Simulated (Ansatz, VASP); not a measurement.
Two plane-wave programs on Tl

POSCAR

```
Tl
1.0
   -1.9410000000      1.9410000000      1.9410000000
    1.9410000000     -1.9410000000      1.9410000000
    1.9410000000      1.9410000000     -1.9410000000
Tl
1
Direct
    0.0000000000      0.0000000000      0.0000000000
```

File INCAR.step1:

```
ALGO = Normal
EDIFF = 1E-4
ENCUT = 520
GGA = PE
ISMEAR = -1
LASPH = True
LCHARG = False
LREAL = False
LWAVE = True
NBANDS = 12
NELM = 100
PREC = Accurate
SIGMA = 0.05
```

INCAR.step2

```
ALGO = Normal
EDIFF = 1E-8
ENCUT = 520
ISIF = 2
ISMEAR = -1
ISTART = 1
LASPH = True
LCHARG = False
LEFG = True
LMIXTAU = True
LREAL = False
LWAVE = False
METAGGA = R2SCAN
NBANDS = 12
NELM = 100
PREC = Accurate
SIGMA = 0.05
```

File KPOINTS:

```
k-points
0
Gamma
  13 13 13
```

Input for Ansatz:

```yaml
crystal:
  lattice:
    - [-1.941, 1.941, 1.941]
    - [1.941, -1.941, 1.941]
    - [1.941, 1.941, -1.941]
  atoms:
    - { symbol: Tl, position: [0.0, 0.0, 0.0] }
kpoints:
  mp_grid: { grid: [13, 13, 13] }
  band_path:
    path:
      - [0.0, 0.0, 0.0]
      - [0.5, -0.5, 0.5]
      - [0.0, 0.0, 0.5]
      - [0.0, 0.0, 0.0]
      - [0.25, 0.25, 0.25]
      - [0.5, -0.5, 0.5]
      - [0.25, 0.25, 0.25]
      - [0.0, 0.0, 0.5]
    npoints: 5
scf:
  occupations: { method: fermi_dirac, width: 0.05 }
hamiltonian:
  xc: r2scan
  pseudopotentials: { kind: paw }
output:
  forces: true
  stress: true
  eigenvalues: true
  efg: { contact_densities: true }
```

Alike in both runs: task electric field gradients; functional r2SCAN; k mesh 13 × 13 × 13; occupations fermi-dirac, width 0.05 eV; no spin polarisation.

|  | VASP | Ansatz |
| --- | --- | --- |
| version | VASP 6.6.1 | Ansatz 0.2.0 |
| potentials or method | VASP PAW PBE potentials, release 64 (Tl_d) | PAW with Ansatz's default frozen-core files, scalar-relativistic |
| plane-wave cutoff (eV) | 520 | 500 |
| valence electrons in the cell | 13 | 13 |

|  | VASP | Ansatz | Ansatz less VASP |
| --- | --- | --- | --- |
| pressure (GPa) | 0.9 | 1.0 | +0.02 |

VASP's potentials were made for PBE, not for r2SCAN. With one functional, cell and mesh, what is left measures potentials, basis and numerics.

Spin-orbit coupling is off throughout.
